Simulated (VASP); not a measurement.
A run of VASP 6.6.1 is set up as follows.

Contents of INCAR:

```
SYSTEM = TiTe2
  ALGO = Normal
  EDIFF = 1E-8
  ENCUT = 520
  GGA = PE
  IBRION = 6
  ISIF = 2
  ISMEAR = -1
  IVDW = 12
  KPAR = 2
  LASPH = .TRUE.
  LCHARG = .FALSE.
  LREAL = .FALSE.
  LWAVE = .FALSE.
  NELM = 100
  NFREE = 2
  NSW = 1
  POTIM = 0.015
  PREC = Accurate
  SIGMA = 0.15
```

The input KPOINTS:

```
k-points
0
G
  15 15 8
  0 0 0
```

File POSCAR:

```
TiTe2
1.0
    3.7160435358      0.0000000000      0.0000000000
   -1.8580217679      3.2181881036      0.0000000000
    0.0000000000      0.0000000000      6.4506843535
Ti Te
1 2
Direct
    0.0000000000      0.0000000000      0.0000000000
    0.6666666667      0.3333333333      0.2683755645
    0.3333333333      0.6666666667      0.7316244355
```

Potentials or basis: VASP PAW PBE potentials, release 64 (Ti_sv, Te).

Launch:

```bash
$ cat potpaw_PBE.64/Ti_sv/POTCAR potpaw_PBE.64/Te/POTCAR > POTCAR
$ mpirun -np 2 vasp_std > vasp.out
```

Task: What does it give for the highest phonon frequency at Γ, LO-TO splitting left out?

Result: 276 cm⁻¹.

Task: Predict the dispersion energy per atom.

Result: -0.512 eV.

Phonon frequencies in cm⁻¹ (negative: imaginary):
```csv
q point,frequencies
"(0.000, 0.000, 0.000)",0 0 0 100 100 146 182 182 276
```
